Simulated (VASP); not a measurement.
## Au: single point with PBE

Crystal: Au.

```
Au
1.0
    -2.67284    2.67284    1.36999
     2.67284   -2.67284    1.36999
     2.67284    2.67284   -1.36999
Au
2
Cartesian
  0.0000 -1.3364 -0.3425
  0.0000 1.3364 0.3425
```

```json
{
  "Program": "VASP 6.6.1",
  "Task": "single point",
  "Functional": "PBE",
  "Potentials or basis": "VASP PAW PBE potentials, release 64 (Au)",
  "Cutoff": "520 eV",
  "k mesh": "15 × 15 × 15",
  "Occupations": "fermi-dirac, width 0.08 eV",
  "Spin": "no spin polarisation",
  "Dipole correction": "no",
  "Further INCAR settings": "ALGO = Normal; EDIFF = 1e-07; NBANDS = 18"
}
```

* Pressure: 0.6 GPa
* Band gap on the k mesh: zero (bands 11 and 12 overlap by 4.49 eV)

Levels at points of the mesh, in eV from the Fermi level:
| k point | band 8 | band 9 | band 10 | band 11 | band 12 | band 13 | band 14 | band 15 |
| --- | --- | --- | --- | --- | --- | --- | --- | --- |
| (0.00, 0.00, 0.00) | -2.46 | -2.46 | -1.73 | -0.90 | 3.79 | 3.79 | 6.68 | 11.92 |

Run time: 3.5 min on 1 thread of Intel Xeon 8259CL (shared host), peak memory 0.3 GiB.

Caveat: spin-orbit coupling is left out, which moves the levels of the heavy elements.
